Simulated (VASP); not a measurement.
Wanted: the native input for a VASP 6.6.1 run.

```yaml
Task: single point
Functional: RPBE
Potentials_or_basis: VASP PAW PBE potentials, release 64 (Rb_sv)
Cutoff: 520 eV
k_mesh: 6 × 6 × 6
Occupations: fermi-dirac, width 0.1 eV
Spin: no spin polarisation
Dipole_correction: no
Further_INCAR_settings: ALGO = Normal; EDIFF = 1e-06; NBANDS = 16
```

The structure of Rb lies in POSCAR:

```
Rb
1.0
    0.0000000000      5.4870655950      5.4870655950
    5.4870655950      0.0000000000      5.4870655950
    5.4870655950      5.4870655950      0.0000000000
Rb
2
Direct
    0.1250000000      0.1250000000      0.1250000000
    0.8750000000      0.8750000000      0.8750000000
```

This cell differs from its parent crystal: volume scaled by 1.04.

The input as run:

INCAR

```
PREC = Accurate
ENCUT = 520
EDIFF = 1E-6
ISMEAR = -1
SIGMA = 0.1
LREAL = False
LASPH = True
NELM = 60
ALGO = Normal
ISIF = 2
LWAVE = False
LCHARG = False
GGA = RP
NBANDS = 16
```

KPOINTS

```
Automatic mesh
0
Gamma
  6 6 6
```

Potentials or basis: VASP PAW PBE potentials, release 64 (Rb_sv).

Run with:

```console
$ cat potpaw_PBE.64/Rb_sv/POTCAR > POTCAR
$ mpirun -np 1 vasp_std > vasp.out
```

Results of the run:

```json
{
 "Pressure": "0.0 GPa",
 "Band gap on the k mesh": "zero (band 9 reaches -0.75 eV, above the bottom of band 10 at -0.82 eV)"
}
```

Caveat: the PAW data sets were made with another functional, which shifts forces and pressure a little.

It took 89 s on 1 thread of Intel(R) Xeon(R) Platinum 8488C (Sapphire Rapids) (shared host), peak memory 0.5 GiB.
